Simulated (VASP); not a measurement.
# Ga2O3 (R-3c) in VASP: electric field gradients with PBE

Aim: the electric field gradients of Ga2O3 with PBE.

Program: VASP 6.6.1. These are calculated values, not measurements. Logs are shortened: lines on timing, memory, paths and dates and some standing lists are left out, and cuts for length are marked.

### 1 The cell of the first run

It takes space group R-3c (No. 167, trigonal). The conventional cell has a = 4.997 Å, b = 4.997 Å, c = 13.451 Å, α = 90.00°, β = 90.00°, γ = 120.00°. Ga (site symmetry 3) has 6 O at 1.93 to 2.08 Å within 2.6 Å. Within 2.6 Å of O (site symmetry 2) lie 4 Ga at 1.93 to 2.08 Å.

### 2 Electric field gradients, PBE

Input file INCAR:

```
PREC = Accurate ; ENCUT = 520
EDIFF = 1E-8 ; ISMEAR = -1
SIGMA = 0.01 ; LREAL = F
LASPH = T ; NELM = 80
ALGO = Normal ; ISIF = 2
LWAVE = F ; LCHARG = F
GGA = PE ; LEFG = T
NBANDS = 55
```

Input file KPOINTS:

```
Automatic mesh
0
Gamma
  7 7 7
```

Input file POSCAR:

```
Ga2O3
1.0
    2.4986991939      1.4426246522      4.4835497685
   -2.4986991939      1.4426246522      4.4835497685
    0.0000000000     -2.8852493044      4.4835497685
Ga O
4 6
Direct
    0.8555855800      0.8555855800      0.8555855800
    0.6444144200      0.6444144200      0.6444144200
    0.1444144200      0.1444144200      0.1444144200
    0.3555855800      0.3555855800      0.3555855800
    0.7500000000      0.4468328200      0.0531671800
    0.4468328200      0.0531671800      0.7500000000
    0.0531671800      0.7500000000      0.4468328200
    0.2500000000      0.5531671800      0.9468328200
    0.9468328200      0.2500000000      0.5531671800
    0.5531671800      0.9468328200      0.2500000000
```

Potentials or basis: VASP PAW PBE potentials, release 64 (Ga_d, O).

The run is started by

```sh
cat potpaw_PBE.64/Ga_d/POTCAR potpaw_PBE.64/O/POTCAR > POTCAR
mpirun -np 1 vasp_std > vasp.out
```

OUTCAR:

```text
PREC = Accurate
   ENCUT = 520
   EDIFF = 1E-8
   ISMEAR = -1
   LREAL = F
   LASPH = T
   NELM = 80
   ISIF = 2
   GGA = PE

 ion  position               nearest neighbor table
   1  0.856  0.856  0.856-   9 1.93  10 1.93   8 1.93   7 2.08   5 2.08   6 2.08   2 2.84
   2  0.644  0.644  0.644-   8 1.93  10 1.93   9 1.93   7 2.08   5 2.08   6 2.08   1 2.84
   3  0.144  0.144  0.144-   7 1.93   6 1.93   5 1.93   8 2.08   9 2.08  10 2.08   4 2.84
   4  0.356  0.356  0.356-   5 1.93   6 1.93   7 1.93   8 2.08   9 2.08  10 2.08   3 2.84
   5  0.750  0.447  0.053-   4 1.93   3 1.93   1 2.08   2 2.08
   6  0.447  0.053  0.750-   3 1.93   4 1.93   1 2.08   2 2.08
   7  0.053  0.750  0.447-   3 1.93   4 1.93   1 2.08   2 2.08
   8  0.250  0.553  0.947-   2 1.93   1 1.93   3 2.08   4 2.08
   9  0.947  0.250  0.553-   1 1.93   2 1.93   3 2.08   4 2.08
  10  0.553  0.947  0.250-   1 1.93   2 1.93   3 2.08   4 2.08

  LATTYP: Found a trigonal (rhomboedric) cell.
 ALAT       =     5.3316866070
 COS(alpha) =     0.5607328553

  Lattice vectors:

 A1 = (   2.4986991939,   1.4426246522,   4.4835497685)
 A2 = (  -2.4986991939,   1.4426246522,   4.4835497685)
 A3 = (   0.0000000000,  -2.8852493044,   4.4835497685)

Analysis of symmetry for initial positions (statically):
=====================================================================
 Subroutine PRICEL returns:
 Original cell was already a primitive cell.

 Routine SETGRP: Setting up the symmetry group for a
 trigonal (rhombohedral) supercell.

 Subroutine GETGRP returns: Found 12 space group operations
 (whereof  6 operations were pure point group operations)
 out of a pool of 12 trial point group operations.

The static configuration has the point symmetry S_6 .
 The point group associated with its full space group is D_3d.

Analysis of symmetry for dynamics (positions and initial velocities):
=====================================================================
 Subroutine PRICEL returns:
 Original cell was already a primitive cell.

 Routine SETGRP: Setting up the symmetry group for a
 trigonal (rhombohedral) supercell.

 Subroutine GETGRP returns: Found 12 space group operations
 (whereof  6 operations were pure point group operations)
 out of a pool of 12 trial point group operations.

The dynamic configuration has the point symmetry S_6 .
 The point group associated with its full space group is D_3d.

 Subroutine INISYM returns: Found 12 space group operations
 (whereof  6 operations are pure point group operations),
 and found     1 'primitive' translations

----------------------------------------------------------------------------------------

                                     Primitive cell

  volume of cell :      96.9707

  direct lattice vectors                    reciprocal lattice vectors
     2.498699194  1.442624652  4.483549768     0.200104119  0.115530167  0.074345853
    -2.498699194  1.442624652  4.483549768    -0.200104119  0.115530167  0.074345853
     0.000000000 -2.885249304  4.483549768     0.000000000 -0.231060334  0.074345853

  length of vectors
     5.331686607  5.331686607  5.331686607     0.242726561  0.242726561  0.242726561

  position of ions in fractional coordinates (direct lattice)
     0.855585580  0.855585580  0.855585580
     0.644414420  0.644414420  0.644414420
     0.144414420  0.144414420  0.144414420
     0.355585580  0.355585580  0.355585580
     0.750000000  0.446832820  0.053167180
     0.446832820  0.053167180  0.750000000
     0.053167180  0.750000000  0.446832820
     0.250000000  0.553167180  0.946832820
     0.946832820  0.250000000  0.553167180
     0.553167180  0.946832820  0.250000000

  ion indices of the primitive-cell ions
   primitive index   ion index
                 1           1
                 2           2
                 3           3
                 4           4
                 5           5
                 6           6
                 7           7
                 8           8
                 9           9
                10          10

[... 82 lines left out ...]
   NELECT =      88.0000    total number of electrons
   NUPDOWN=      -1.0000    fix difference up-down
   EMIN   =  10.00;   EMAX   =-10.00  energy-range for DOS
   EFERMI =   0.00;   METHOD = LEGACY
   ISMEAR =    -1;   SIGMA  =   0.01  broadening in eV -4-tet -1-fermi 0-gaus
   EFERMI_NEDOS =   21; number of points for ismear=-14 and -15
   IALGO  =     38    algorithm
   IMIX   =      4    mixing-type and parameters
     AMIX     =   0.40;   BMIX     =  1.00
     AMIX_MAG =   1.60;   BMIX_MAG =  1.00
  volume/ion in A,a.u.               =       9.70        65.44
  Fermi-wavevector in a.u.,A,eV,Ry     =   1.584974  2.995167 34.179784  2.512143
  Thomas-Fermi vector in A             =   2.684510
   LORBIT       =      0    0 simple, 1 ext, 2 COOP (PROOUT), +10 PAW based schemes
   GGA     = PE    functional components
   LHFCALC =     F    Hartree Fock is set to
   AEXX    =    0.0000 exact exchange contribution
   IVDW    =     0    specifies the selected vdW correction
   LEPSILON=     F    determine dielectric tensor
   LRPA    =     F    only Hartree local field effects (RPA)
 non-spin polarized calculation
  energy-cutoff  :      520.00
  volume of cell :       96.97
 maximum number of plane-waves:      2630
   NGX = 19   NGY = 19   NGZ = 19

 number of electron      87.9999978 magnetization

 Free energy of the ion-electron system (eV)
  ---------------------------------------------------
  ext. energy  EPLUGINS =         0.00000000
  ---------------------------------------------------
  free energy    TOTEN  =       -59.27850421 eV

  energy without entropy =      -59.27850421  energy(sigma->0) =      -59.27850421

 E-fermi :   4.7291     XC(G=0): -12.1682

 val. band max:        4.4859147330   @ k =  -0.1429   0.1429   0.0000
 cond. band min:       7.2727619911   @ k =   0.0000   0.0000   0.0000
 fundamental gap:      2.7868472581
 Fermi energy:         4.7291111736

 k-point     1 :       0.0000    0.0000    0.0000
  band No.  band energies     occupation
      1     -14.4793      2.00000
      2     -12.4817      2.00000
      3     -12.4817      2.00000
      4     -12.4579      2.00000
      5     -12.4358      2.00000
      6     -12.4358      2.00000
[... 1381 lines left out ...]
     54      16.5177      0.00000
     55      16.8011      0.00000

 [... further k-points ...]
[... 5 lines left out ...]
  --------------------------------------------------------------------------------------
  -------------------------------------------------------------------------------------
  Total        5.5846510      5.5846510      5.1570203      0.0000000      0.0000000      0.0000000
  in kB       92.2711746     92.2711746     85.2057393      0.0000000      0.0000000      0.0000000
  external PRESSURE =      89.9160295 kB  Pullay stress =       0.0000000 kB

 VOLUME and BASIS-vectors are now :
 -----------------------------------------------------------------------------
  energy-cutoff  :      520.00
  volume of cell :       96.97
      direct lattice vectors                 reciprocal lattice vectors
     2.498699194  1.442624652  4.483549768     0.200104119  0.115530167  0.074345853
    -2.498699194  1.442624652  4.483549768    -0.200104119  0.115530167  0.074345853
     0.000000000 -2.885249304  4.483549768     0.000000000 -0.231060334  0.074345853

 POSITION                                       TOTAL-FORCE (eV/Angst)
 -----------------------------------------------------------------------------------
      0.00000      0.00000     11.50818         0.000000     -0.000000      0.065839
      0.00000      0.00000      8.66779         0.000000      0.000000     -0.065839
      0.00000      0.00000      1.94247         0.000000      0.000000     -0.065839
      0.00000      0.00000      4.78286         0.000000     -0.000000      0.065839
      0.75752      1.57318      5.60444         0.006903     -0.011957      0.000000
      0.98365     -1.44262      5.60444        -0.013806     -0.000000     -0.000000
     -1.74118     -0.13056      5.60444         0.006903      0.011957      0.000000
     -0.75752     -1.57318      7.84621        -0.006903      0.011957      0.000000
      1.74118      0.13056      7.84621        -0.006903     -0.011957      0.000000
     -0.98365      1.44262      7.84621         0.013806     -0.000000      0.000000
 -----------------------------------------------------------------------------------
    total drift:                               -0.000000     -0.000000      0.000000

  FREE ENERGIE OF THE ION-ELECTRON SYSTEM (eV)
  ---------------------------------------------------
  free  energy   TOTEN  =       -59.2785042089 eV

  energy  without entropy=      -59.2785042089  energy(sigma->0) =      -59.27850421

 Electric field gradients (V/A^2)
---------------------------------------------------------------------
 ion       V_xx      V_yy      V_zz      V_xy      V_xz      V_yz
---------------------------------------------------------------------
   1     -11.967   -11.967    23.935     0.000    -0.000     0.000
   2     -11.967   -11.967    23.935    -0.000     0.000     0.000
   3     -11.967   -11.967    23.935    -0.000    -0.000     0.000
   4     -11.967   -11.967    23.935    -0.000     0.000     0.000
   5       6.161     9.001   -15.162    -2.459    40.042    23.118
   6      10.421     4.742   -15.162     0.000     0.000   -46.237
   7       6.161     9.001   -15.162     2.459   -40.042    23.118
   8       6.161     9.001   -15.162    -2.459    40.042    23.118
   9       6.161     9.001   -15.162     2.459   -40.042    23.118
  10      10.421     4.742   -15.162    -0.000    -0.000   -46.237
---------------------------------------------------------------------

 Electric field gradients after diagonalization (V/A^2)
 (convention: |V_zz| > |V_xx| > |V_yy|)
----------------------------------------------------------------------
 ion       V_xx      V_yy      V_zz     asymmetry (V_yy - V_xx)/ V_zz
----------------------------------------------------------------------
   1     -11.967   -11.967    23.935       0.000
   2     -11.967   -11.967    23.935       0.000
   3     -11.967   -11.967    23.935       0.000
   4     -11.967   -11.967    23.935       0.000
   5      42.085    10.421   -52.506       0.603
   6      42.085    10.421   -52.506       0.603
   7      42.085    10.421   -52.506       0.603
   8      42.085    10.421   -52.506       0.603
   9      42.085    10.421   -52.506       0.603
  10      42.085    10.421   -52.506       0.603
----------------------------------------------------------------------

           NMR quadrupolar parameters

 Cq : quadrupolar parameter    Cq=e*Q*V_zz/h
 eta: asymmetry parameters     (V_yy - V_xx)/ V_zz
 Q  : nuclear electric quadrupole moment in mb (millibarn)
----------------------------------------------------------------------
 ion       Cq(MHz)       eta       Q (mb)
----------------------------------------------------------------------
   1       0.058       0.000       1.000
   2       0.058       0.000       1.000
   3       0.058       0.000       1.000
   4       0.058       0.000       1.000
   5      -0.127       0.603       1.000
   6      -0.127       0.603       1.000
   7      -0.127       0.603       1.000
   8      -0.127       0.603       1.000
   9      -0.127       0.603       1.000
  10      -0.127       0.603       1.000
----------------------------------------------------------------------
```

It took 10 min on 1 thread of Oxide Virtual Turin-like, shared host; peak memory 0.31 GiB.

Results:

| Property | Result |
| --- | --- |
| Free energy | -59.2785 eV |
| Pressure | 9.0 GPa |
| Largest force | 0.066 eV/Å |
| Band gap on the k mesh | 2.79 eV, indirect (least direct gap 3.03 eV) |

Forces in eV/Å, atoms in the order of the input:
```
Ga   0.000  0.000  0.066
Ga   0.000  0.000 -0.066
Ga   0.000  0.000 -0.066
Ga   0.000  0.000  0.066
O    0.007 -0.012  0.000
O   -0.014  0.000  0.000
O    0.007  0.012  0.000
O   -0.007  0.012  0.000
O   -0.007 -0.012  0.000
O    0.014  0.000  0.000
```

Electric field gradients, principal values (V/Å²):
```tsv
atom	least	middle	greatest (by size)
1 Ga	-11.967	-11.967	23.935
2 Ga	-11.967	-11.967	23.935
3 Ga	-11.967	-11.967	23.935
4 Ga	-11.967	-11.967	23.935
5 O	10.421	42.085	-52.506
6 O	10.421	42.085	-52.506
7 O	10.421	42.085	-52.506
8 O	10.421	42.085	-52.506
9 O	10.421	42.085	-52.506
10 O	10.421	42.085	-52.506
```

Caveat: without QUAD_EFG the Cq values of the log hold for a quadrupole moment of 1 mb, not for the nuclei.
